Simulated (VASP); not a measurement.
# HgTe (Fm-3m) in VASP: a series of runs, part 2 of 2

VASP 6.6.1.

### 3 Single point, PBE (23.94 Å³/atom)

This run uses another cell than the first one, of 23.94 Å³/atom.

INCAR reads:

```
  PREC = Accurate
  ENCUT = 520
  EDIFF = 1E-7
  ISMEAR = -1
  SIGMA = 0.05
  LREAL = False
  LASPH = True
  NELM = 60
  ALGO = Normal
  ISIF = 2
  LWAVE = False
  LCHARG = True
  GGA = PE
  LELF = True
  LVHAR = True
  NBANDS = 16
```

KPOINTS reads:

```
regular mesh
0
Gamma
  14 14 14
```

POSCAR reads:

```
HgTe
1.0
    0.0000000000      2.8820154301      2.8820154301
    2.8820154301      0.0000000000      2.8820154301
    2.8820154301      2.8820154301      0.0000000000
Hg Te
1 1
Direct
    0.0000000000      0.0000000000      0.0000000000
    0.5000000000      0.5000000000      0.5000000000
```

Potentials or basis: VASP PAW PBE potentials, release 64 (Hg, Te).

Launch:

```
cat potpaw_PBE.64/Hg/POTCAR potpaw_PBE.64/Te/POTCAR > POTCAR
mpirun -np 1 vasp_std > vasp.out
```

OUTCAR:

```text
PREC = Accurate
   ENCUT = 520
   EDIFF = 1E-7
   ISMEAR = -1
   LREAL = False
   LASPH = True
   NELM = 60
   ISIF = 2
   GGA = PE

 ion  position               nearest neighbor table
   1  0.000  0.000  0.000-   2 2.88   2 2.88   2 2.88   2 2.88   2 2.88   2 2.88
   2  0.500  0.500  0.500-   1 2.88   1 2.88   1 2.88   1 2.88   1 2.88   1 2.88

  LATTYP: Found a face centered cubic cell.
 ALAT       =     5.7640308602

  Lattice vectors:

 A1 = (   0.0000000000,   2.8820154301,   2.8820154301)
 A2 = (   2.8820154301,   0.0000000000,   2.8820154301)
 A3 = (   2.8820154301,   2.8820154301,   0.0000000000)

Analysis of symmetry for initial positions (statically):
=====================================================================
 Subroutine PRICEL returns:
 Original cell was already a primitive cell.

 Routine SETGRP: Setting up the symmetry group for a
 face centered cubic supercell.

 Subroutine GETGRP returns: Found 48 space group operations
 (whereof 48 operations were pure point group operations)
 out of a pool of 48 trial point group operations.

The static configuration has the point symmetry O_h .

Analysis of symmetry for dynamics (positions and initial velocities):
=====================================================================
 Subroutine PRICEL returns:
 Original cell was already a primitive cell.

 Routine SETGRP: Setting up the symmetry group for a
 face centered cubic supercell.

 Subroutine GETGRP returns: Found 48 space group operations
 (whereof 48 operations were pure point group operations)
 out of a pool of 48 trial point group operations.

The dynamic configuration has the point symmetry O_h .

 Subroutine INISYM returns: Found 48 space group operations
 (whereof 48 operations are pure point group operations),
 and found     1 'primitive' translations

[... 103 lines left out ...]
   TEBEG  =    0.0;   TEEND  =   0.0 temperature during run
   PSTRESS=    0.0 pullay stress
   NELECT =      18.0000    total number of electrons
   NUPDOWN=      -1.0000    fix difference up-down
   EMIN   =  10.00;   EMAX   =-10.00  energy-range for DOS
   EFERMI =   0.00;   METHOD = LEGACY
   ISMEAR =    -1;   SIGMA  =   0.05  broadening in eV -4-tet -1-fermi 0-gaus
   EFERMI_NEDOS =   21; number of points for ismear=-14 and -15
   IALGO  =     38    algorithm
   IMIX   =      4    mixing-type and parameters
     AMIX     =   0.40;   BMIX     =  1.00
     AMIX_MAG =   1.60;   BMIX_MAG =  1.00
  volume/ion in A,a.u.               =      23.94       161.54
  Fermi-wavevector in a.u.,A,eV,Ry     =   1.181570  2.232843 18.995190  1.396107
  Thomas-Fermi vector in A             =   2.317841
   LORBIT       =      0    0 simple, 1 ext, 2 COOP (PROOUT), +10 PAW based schemes
   GGA     = PE    functional components
[... 5 lines left out ...]
 non-spin polarized calculation
  energy-cutoff  :      520.00
  volume of cell :       47.88
 maximum number of plane-waves:      1308
   NGX = 15   NGY = 15   NGZ = 15

 number of electron      18.0000000 magnetization

 Free energy of the ion-electron system (eV)
  ---------------------------------------------------
  ext. energy  EPLUGINS =         0.00000000
  ---------------------------------------------------
  free energy    TOTEN  =        -2.95625501 eV

  energy without entropy =       -2.94740122  energy(sigma->0) =       -2.95182811

 E-fermi :   6.5189     XC(G=0): -10.7094

 val. band max:        6.5184425488   @ k =  -0.1429   0.2143   0.0714
 cond. band min:       6.5250223715   @ k =   0.4286   0.1429   0.0714
 fundamental gap:      0.0065798227
 Fermi energy:         6.5188686443

 k-point     1 :       0.0000    0.0000    0.0000
  band No.  band energies     occupation
      1      -6.9086      2.00000
      2      -0.9756      2.00000
      3      -0.9756      2.00000
      4      -0.9126      2.00000
      5      -0.9126      2.00000
      6      -0.9126      2.00000
[... 433 lines left out ...]
      3      -1.0815      2.00000
      4      -1.0304      2.00000
      5      -0.8026      2.00000
      6      -0.7490      2.00000
[... 8 lines left out ...]
     15      16.4302      0.00000
     16      16.9715      0.00000

 [... further k-points ...]

------------------------ aborting loop because EDIFF is reached ----------------------------------------

  FORCE on cell =-STRESS in cart. coord.  units (eV):
  Direction    XX          YY          ZZ          XY          YZ          ZX
  --------------------------------------------------------------------------------------
  -------------------------------------------------------------------------------------
  Total        4.5136576      4.5136576      4.5136576     -0.0000000     -0.0000000     -0.0000000
  in kB      151.0498487    151.0498487    151.0498487     -0.0000000     -0.0000000     -0.0000000
  external PRESSURE =     151.0498487 kB  Pullay stress =       0.0000000 kB

 VOLUME and BASIS-vectors are now :
 -----------------------------------------------------------------------------
  energy-cutoff  :      520.00
  volume of cell :       47.88
      direct lattice vectors                 reciprocal lattice vectors
     0.000000000  2.882015430  2.882015430    -0.173489703  0.173489703  0.173489703
     2.882015430  0.000000000  2.882015430     0.173489703 -0.173489703  0.173489703
     2.882015430  2.882015430  0.000000000     0.173489703  0.173489703 -0.173489703

 POSITION                                       TOTAL-FORCE (eV/Angst)
 -----------------------------------------------------------------------------------
      0.00000      0.00000      0.00000         0.000000      0.000000     -0.000000
      2.88202      2.88202      2.88202        -0.000000     -0.000000      0.000000
 -----------------------------------------------------------------------------------
    total drift:                               -0.000000      0.000000      0.000000

  FREE ENERGIE OF THE ION-ELECTRON SYSTEM (eV)
  ---------------------------------------------------
  free  energy   TOTEN  =        -2.9562550096 eV

  energy  without entropy=       -2.9474012155  energy(sigma->0) =       -2.95182811
```

OSZICAR:

```text
N       E                     dE             d eps       ncg     rms          rms(c)
DAV:   1     0.107558645348E+03    0.10756E+03   -0.84941E+03  3352   0.102E+03
DAV:   2     0.545819207600E-01   -0.10750E+03   -0.10062E+03  3912   0.239E+02
DAV:   3    -0.316718357800E+01   -0.32218E+01   -0.32122E+01  4112   0.425E+01
DAV:   4    -0.318750598829E+01   -0.20322E-01   -0.20321E-01  4184   0.330E+00
DAV:   5    -0.318783857182E+01   -0.33258E-03   -0.33258E-03  4232   0.395E-01    0.110E+01
DAV:   6    -0.296527409014E+01    0.22256E+00   -0.42709E-01  4176   0.927E+00    0.812E+00
DAV:   7    -0.295750337932E+01    0.77707E-02   -0.89860E-02  4104   0.216E+00    0.237E+00
DAV:   8    -0.295629820308E+01    0.12052E-02   -0.10198E-02  3752   0.121E+00    0.619E-01
DAV:   9    -0.295623985795E+01    0.58345E-04   -0.57064E-04  4280   0.272E-01    0.111E-01
DAV:  10    -0.295625062367E+01   -0.10766E-04   -0.47835E-05  4144   0.613E-02    0.384E-02
DAV:  11    -0.295625594634E+01   -0.53227E-05   -0.11420E-05  4160   0.288E-02    0.329E-02
DAV:  12    -0.295625501229E+01    0.93405E-06   -0.17230E-06  3624   0.123E-02    0.121E-02
DAV:  13    -0.295625500958E+01    0.27080E-08   -0.16128E-07  4040   0.231E-03
   1 F= -.29562550E+01 E0= -.29518281E+01  d E =-.885379E-02
```

stdout:

```text
POSCAR found type information on POSCAR HgTe
 POSCAR found :  2 types and       2 ions
 scaLAPACK will be used
 LDA part: xc-table for (Slater+PW92), standard interpolation
 POSCAR, INCAR and KPOINTS ok, starting setup
 FFT: planning ... GRIDC
 FFT: planning ... GRID_SOFT
 FFT: planning ... GRID
 WAVECAR not read
 entering main loop
```

Run time: 96 s. Hardware: 1 thread of Intel Xeon 8259CL, shared host; peak memory 0.23 GiB.

Results:

| Item | Value |
| --- | --- |
| Free energy | -2.9563 eV |
| Pressure | 15.1 GPa |
| Band gap on the k mesh | zero (bands 9 and 10 overlap by 3.46 eV) |

Levels at points of the mesh, in eV from the Fermi level:
| k point | band 5 | band 6 | band 7 | band 8 | band 9 | band 10 | band 11 | band 12 | band 13 | band 14 |
| --- | --- | --- | --- | --- | --- | --- | --- | --- | --- | --- |
| (0.00, 0.00, 0.00) | -7.43 | -7.43 | -1.01 | -1.01 | -1.01 | -0.16 | 7.71 | 7.71 | 7.71 | 7.71 |
| (0.50, 0.00, 0.00) | -7.17 | -7.17 | -6.29 | 0.45 | 0.45 | 2.38 | 3.65 | 3.65 | 4.54 | 11.00 |
| (0.50, 0.50, 0.00) | -7.05 | -6.10 | -5.54 | -3.04 | -3.04 | -3.01 | 4.56 | 10.10 | 10.10 | 10.79 |

Caveat: the cell stands under pressure; spin-orbit coupling is left out, which moves the levels of the heavy elements.

### 4 Single point, PBE (24.44 Å³/atom)

This run uses another cell than the first one, of 24.44 Å³/atom.

INCAR reads:

```
SYSTEM = HgTe
  PREC = Accurate
  ENCUT = 520
  EDIFF = 1E-6
  ISMEAR = -1
  SIGMA = 0.05
  LREAL = .False.
  LASPH = .True.
  NELM = 100
  ALGO = Normal
  ISIF = 2
  LWAVE = .False.
  LCHARG = .False.
  GGA = PE
  NBANDS = 16
```

KPOINTS reads:

```
Automatic mesh
0
Gamma
  14 14 14
  0 0 0
```

POSCAR reads:

```
HgTe
1.0
    0.0000000000      2.9018920266      2.9018920266
    2.9018920266      0.0000000000      2.9018920266
    2.9018920266      2.9018920266      0.0000000000
Hg Te
1 1
Direct
    0.0000000000      0.0000000000      0.0000000000
    0.5000000000      0.5000000000      0.5000000000
```

Launch:

```
cat potpaw_PBE.64/Hg/POTCAR potpaw_PBE.64/Te/POTCAR > POTCAR
mpirun -np 1 vasp_std > vasp.out
```

Run time: 71 s. Hardware: 1 thread of Intel Xeon 8259CL, shared host; peak memory 0.24 GiB.

The run converged. Its results:

| Property | Result |
| --- | --- |
| Free energy | -3.0432 eV |
| Pressure | 12.8 GPa |
| Band gap on the k mesh | zero (bands 9 and 10 overlap by 3.36 eV) |

Levels at points of the mesh, in eV from the Fermi level:
```csv
k point,band 5,band 6,band 7,band 8,band 9,band 10,band 11,band 12,band 13,band 14
"(0.00, 0.00, 0.00)",-7.32,-7.32,-0.97,-0.97,-0.97,-0.27,7.70,7.70,7.70,7.79
"(0.50, 0.00, 0.00)",-7.07,-7.07,-6.19,0.42,0.42,2.42,3.69,3.69,4.43,10.92
"(0.50, 0.50, 0.00)",-6.96,-6.06,-5.37,-2.98,-2.94,-2.94,4.59,9.99,9.99,10.66
```

Caveat: the cell stands under pressure; spin-orbit coupling is left out, which moves the levels of the heavy elements.

### 5 Single point, PBE

This run uses another cell than the first one, of 24.94 Å³/atom.

INCAR reads:

```
SYSTEM = HgTe
ALGO     = Normal         ! electronic algorithm
EDIFF    = 1E-6           ! SCF threshold, eV
ENCUT    = 520            ! plane-wave cutoff, eV
GGA      = PE             ! functional
ISIF     = 2              ! what is computed and relaxed
ISMEAR   = -1             ! smearing method
LASPH    = .TRUE.         ! aspherical terms in the spheres
LCHARG   = .FALSE.        ! write CHGCAR
LREAL    = .FALSE.        ! projectors in reciprocal space
LWAVE    = .FALSE.        ! write WAVECAR
NBANDS   = 16             ! bands
NELM     = 60             ! most SCF steps
PREC     = Accurate       ! precision mode
SIGMA    = 0.05           ! smearing width, eV
```

KPOINTS reads:

```
k-points
0
G
  14 14 14
  0 0 0
```

POSCAR reads:

```
HgTe
1.0
    0.0000000000      2.9215000000      2.9215000000
    2.9215000000      0.0000000000      2.9215000000
    2.9215000000      2.9215000000      0.0000000000
Hg Te
1 1
Direct
    0.0000000000      0.0000000000      0.0000000000
    0.5000000000      0.5000000000      0.5000000000
```

Launch:

```
cat potpaw_PBE.64/Hg/POTCAR potpaw_PBE.64/Te/POTCAR > POTCAR
mpirun -np 1 vasp_std > vasp.out
```

It took 76 s on 1 thread of Intel Xeon 8259CL, shared host; peak memory 0.24 GiB.

The run converged. Its results:

```yaml
Free_energy: -3.1164 eV
Pressure: 10.7 GPa
Band_gap_on_the_k_mesh: zero (bands 9 and 10 overlap by 3.24 eV)
```

Levels at points of the mesh, in eV from the Fermi level:
```csv
k point,band 5,band 6,band 7,band 8,band 9,band 10,band 11,band 12,band 13,band 14
"(0.00, 0.00, 0.00)",-7.22,-7.22,-0.93,-0.93,-0.93,-0.38,7.69,7.69,7.69,7.87
"(0.50, 0.00, 0.00)",-6.98,-6.98,-6.09,0.40,0.40,2.45,3.73,3.73,4.33,10.84
"(0.50, 0.50, 0.00)",-6.87,-6.02,-5.20,-2.95,-2.84,-2.84,4.63,9.87,9.87,10.53
```

Caveat: the cell stands under pressure; spin-orbit coupling is left out, which moves the levels of the heavy elements.

### 6 Summary

| cell | gap on the mesh (eV) | pressure (GPa) |
| --- | --- | --- |
| a = 4.047 Å, angles 60.0°, 2 atoms | none | 17.7 |
| a = 4.076 Å, angles 60.0°, 2 atoms | none | 15.1 |
| a = 4.104 Å, angles 60.0°, 2 atoms | none | 12.8 |
| a = 4.132 Å, angles 60.0°, 2 atoms | none | 10.7 |

Alike in all rows: task single point; level PBE; potentials or basis VASP PAW PBE potentials, release 64 (Hg, Te); no spin polarisation; k mesh 14 × 14 × 14; cutoff (eV) 520; smearing fermi-dirac 0.05 eV.

Caveats: the cell stands under pressure; spin-orbit coupling is left out, which moves the levels of the heavy elements.

Total energies depend on the potentials used, so only differences within one code and one set of settings carry meaning.
